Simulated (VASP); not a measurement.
Wanted: the native input for a VASP 6.6.1 run.

* Task: single point
* Functional: PBEsol
* Potentials or basis: VASP PAW PBE potentials, release 64 (Hf_pv)
* Cutoff: 520 eV
* k mesh: 8 × 8 × 8
* Occupations: gaussian, width 0.1 eV
* Spin: no spin polarisation
* Dipole correction: no
* Further INCAR settings: ALGO = Normal; EDIFF = 1e-07; NBANDS = 11

The structure of Hf lies in POSCAR:

```
Hf
1.0
    0.0000000000      2.1365087124      2.1365087124
    2.1365087124      0.0000000000      2.1365087124
    2.1365087124      2.1365087124      0.0000000000
Hf
1
Direct
    0.0000000000      0.0000000000      0.0000000000
```

This cell differs from its parent crystal: Ir replaced by Hf, lengths x 1.145, strained.

These files were run (other wordings do the same):

INCAR

```
SYSTEM = Hf
PREC     = Accurate       ! precision mode
ENCUT    = 520            ! plane-wave cutoff, eV
EDIFF    = 1E-7           ! SCF threshold, eV
ISMEAR   = 0              ! smearing method
SIGMA    = 0.1            ! smearing width, eV
LREAL    = .FALSE.        ! projectors in reciprocal space
LASPH    = .TRUE.         ! aspherical terms in the spheres
NELM     = 80             ! most SCF steps
ALGO     = Normal         ! electronic algorithm
ISIF     = 2              ! what is computed and relaxed
LWAVE    = .FALSE.        ! write WAVECAR
LCHARG   = .FALSE.        ! write CHGCAR
GGA      = PS             ! functional
NBANDS   = 11             ! bands
```

KPOINTS

```
regular mesh
0
G
  8 8 8
  0 0 0
```

Potentials or basis: VASP PAW PBE potentials, release 64 (Hf_pv).

Launch:

```sh
$ cat potpaw_PBE.64/Hf_pv/POTCAR > POTCAR
$ mpirun -np 1 vasp_std > vasp.out
```

It gave:

| Item | Value |
| --- | --- |
| Pressure | 11.6 GPa |
| Band gap on the k mesh | zero (band 5 reaches 7.00 eV, above the bottom of band 6 at 5.16 eV) |

Caveat: the cell differs from its parent crystal (Ir replaced by Hf, lengths x 1.145, strained); the PAW data sets were made with another functional, which shifts forces and pressure a little; spin-orbit coupling is left out, which moves the levels of the heavy elements.

Run time: 3.6 s on 1 thread of Intel Xeon 6975P-C, with other jobs on the host, peak memory 0.14 GiB.
